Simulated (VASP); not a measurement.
Input of a VASP 6.6.1 run:

File INCAR:

```
SYSTEM = NiO
PREC = Accurate ; ENCUT = 520
EDIFF = 1E-6 ; ISMEAR = -1
SIGMA = 0.05 ; LREAL = .FALSE.
LASPH = .TRUE. ; NELM = 150
ALGO = Normal ; ISIF = 2
LWAVE = .FALSE. ; LCHARG = .TRUE.
ISPIN = 2 ; MAGMOM = 1 0
LORBIT = 11 ; LMAXMIX = 4
GGA = CA ; LELF = .TRUE.
LVHAR = .TRUE. ; NBANDS = 19
```

Contents of KPOINTS:

```
Automatic mesh
0
G
  11 11 11
  0 0 0
```

Contents of POSCAR:

```
NiO
1.0
    0.0000000000      2.0997159621      2.0997159621
    2.0997159621      0.0000000000      2.0997159621
    2.0997159621      2.0997159621      0.0000000000
Ni O
1 1
Direct
    0.0000000000      0.0000000000      0.0000000000
    0.5000000000      0.5000000000      0.5000000000
```

Potentials or basis: VASP PAW LDA potentials, release 64 (Ni, O).

Launch:

```console
$ cat potpaw_LDA.64/Ni/POTCAR potpaw_LDA.64/O/POTCAR > POTCAR
$ mpirun -np 1 vasp_std > vasp.out
```

(1) What does it give for the pressure?

(2) Predict the site moments.

(3) What does it give for the net moment?

Results:

(1) -22.8 GPa.

(2) Ni +0.20; O +0.03 μB.

(3) 0.23 μB per cell.
